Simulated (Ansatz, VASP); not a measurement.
HC10 in VASP and in Ansatz

File INCAR:

```
SYSTEM = HC10
  PREC = Accurate
  ENCUT = 520
  EDIFF = 1E-6
  ISMEAR = 0
  SIGMA = 0.1
  LREAL = Auto
  LASPH = .True.
  NELM = 80
  ALGO = Normal
  ISIF = 2
  LWAVE = .False.
  LCHARG = .False.
  LDIPOL = .True.
  IDIPOL = 3
  DIPOL = 0.5 0.5 0.293
  GGA = PE
  NBANDS = 58
```

File KPOINTS:

```
regular mesh
0
Gamma
  4 3 1
  0 0 0
```

Contents of POSCAR:

```
HC10
1.0
    8.5436715410      0.0000000000      0.0000000000
   -2.1359178852      8.6110540228      0.0000000000
    0.0000000000      0.0000000000     22.7788015587
C H
20 2
Direct
    0.0782061927      0.9794914374      0.1756018634
    0.5782061927      0.9794914374      0.1756018634
    0.4115395260      0.9794914374      0.1756018634
    0.9115395260      0.9794914374      0.1756018634
    0.3230790520      0.9589828748      0.2291807119
    0.8230790520      0.9589828748      0.2291807119
    0.1564123854      0.9589828748      0.2291807119
    0.6564123854      0.9589828748      0.2291807119
    0.0669021191      0.9383827998      0.2826780623
    0.5669021191      0.9383827998      0.2826780623
    0.4022889535      0.9383826011      0.2826780666
    0.9022889535      0.9383826011      0.2826780666
    0.3111130358      0.9176686260      0.3364248459
    0.8111130358      0.9176686260      0.3364248459
    0.1477209834      0.9176686383      0.3364247639
    0.6477209834      0.9176686383      0.3364247639
    0.0473696299      0.8987954532      0.3853929922
    0.5473696299      0.8987954532      0.3853929922
    0.4020260968      0.8987947219      0.3853934781
    0.9020260968      0.8987947219      0.3853934781
    0.1755985266      0.2321282990      0.4051482018
    0.3920160224      0.2321282990      0.4051482018
```

Input for Ansatz:

```yaml
crystal:
  lattice:
    - [8.543671541, 0.0, 0.0]
    - [-2.1359178852, 8.6110540228, 0.0]
    - [0.0, 0.0, 22.7788015587]
  atoms:
    - { symbol: C, position: [0.0782061927, 0.9794914374, 0.1756018634] }
    - { symbol: C, position: [0.5782061927, 0.9794914374, 0.1756018634] }
    - { symbol: C, position: [0.411539526, 0.9794914374, 0.1756018634] }
    - { symbol: C, position: [0.911539526, 0.9794914374, 0.1756018634] }
    - { symbol: C, position: [0.323079052, 0.9589828748, 0.2291807119] }
    - { symbol: C, position: [0.823079052, 0.9589828748, 0.2291807119] }
    - { symbol: C, position: [0.1564123854, 0.9589828748, 0.2291807119] }
    - { symbol: C, position: [0.6564123854, 0.9589828748, 0.2291807119] }
    - { symbol: C, position: [0.0669021191, 0.9383827998, 0.2826780623] }
    - { symbol: C, position: [0.5669021191, 0.9383827998, 0.2826780623] }
    - { symbol: C, position: [0.4022889535, 0.9383826011, 0.2826780666] }
    - { symbol: C, position: [0.9022889535, 0.9383826011, 0.2826780666] }
    - { symbol: C, position: [0.3111130358, 0.917668626, 0.3364248459] }
    - { symbol: C, position: [0.8111130358, 0.917668626, 0.3364248459] }
    - { symbol: C, position: [0.1477209834, 0.9176686383, 0.3364247639] }
    - { symbol: C, position: [0.6477209834, 0.9176686383, 0.3364247639] }
    - { symbol: C, position: [0.0473696299, 0.8987954532, 0.3853929922] }
    - { symbol: C, position: [0.5473696299, 0.8987954532, 0.3853929922] }
    - { symbol: C, position: [0.4020260968, 0.8987947219, 0.3853934781] }
    - { symbol: C, position: [0.9020260968, 0.8987947219, 0.3853934781] }
    - { symbol: H, position: [0.1755985266, 0.232128299, 0.4051482018] }
    - { symbol: H, position: [0.3920160224, 0.232128299, 0.4051482018] }
basis:
  ecutwfc: 420
kpoints:
  mp_grid: { grid: [4, 3, 1] }
hamiltonian:
  xc: pbe
  pseudopotentials: { kind: paw, azcp: { folder: soft_1 } }
scf:
  occupations: { method: gaussian, width: 0.1 }
output:
  forces: true
  eigenvalues: true
efield:
  axis: 3
  dipole_correction: true
  ramp_width: 0.04
```

Alike in both runs: task single point; functional PBE; k mesh 4 × 3 × 1; occupations gaussian, width 0.1 eV; no spin polarisation.

|  | VASP | Ansatz |
| --- | --- | --- |
| version | VASP 6.6.1 | Ansatz 0.2.0 |
| potentials or method | VASP PAW PBE potentials, release 64 (C, H), cutoff 520 eV | scalar-relativistic, plane waves, PAW |
| valence electrons in the cell | 82 | 82 |

|  | VASP | Ansatz | Ansatz less VASP |
| --- | --- | --- | --- |
| gap on the k mesh at the Fermi level (eV) | 0.26 | 0.26 | +0.001 |
| least direct gap on the mesh (eV) | 0.38 | 0.37 | -0.007 |
| rms of the force components (eV/Å) | 1.802 | 1.809 | +0.0070 |

Atom by atom the forces differ by 0.024 eV/Å (rms over components).
